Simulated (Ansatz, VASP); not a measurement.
Al3Cu2 in VASP and in Ansatz

```
CELL_PARAMETERS angstrom
-4.10181 0.00000 0.00000
-2.05091 -3.55227 0.00000
0.00000 0.00000 12.97972
ATOMIC_POSITIONS crystal
Al 0.00000 0.00000 0.41515
Al 0.00000 0.00000 0.03072
Al 0.33333 0.33333 0.54977
Al 0.33333 0.33333 0.16533
Al 0.66667 0.66667 0.66497
Al 0.66667 0.66667 0.28053
Cu 0.33333 0.33333 0.73814
Cu 0.33333 0.33333 0.35371
Cu 0.66667 0.66667 0.47660
Cu 0.66667 0.66667 0.09216
```

Alike in both runs: task single point; functional r2SCAN; k mesh 13 × 13 × 5; occupations gaussian, width 0.15 eV; no spin polarisation.

```csv
,VASP,Ansatz
version,VASP 6.6.1,Ansatz 0.2.0
potentials or method,"VASP PAW PBE potentials, release 64 (Al, Cu), cutoff 520 eV","scalar-relativistic, plane waves, PAW"
valence electrons in the cell,62,94
```

|  | VASP | Ansatz | Ansatz less VASP |
| --- | --- | --- | --- |
| gap on the k mesh at the Fermi level (eV) | none | none | - |
| pressure (GPa) | -2.7 | -2.7 | +0.02 |
| traceless stress, the component that is largest in VASP (GPa) | 1.71 | 1.68 | -0.021 |
| rms of the force components (eV/Å) | 0.264 | 0.268 | +0.0046 |

VASP's potentials were made for PBE, not for r2SCAN. Atom by atom the forces differ by 0.006 eV/Å (rms over components). A gap of «none» marks a metal or a gap that the smearing closes. With one functional, cell and mesh, what is left measures potentials, basis and numerics. VASP's potentials hold 62 valence electrons a cell and Ansatz's 94, so a difference there can come from the potentials and not from the codes.
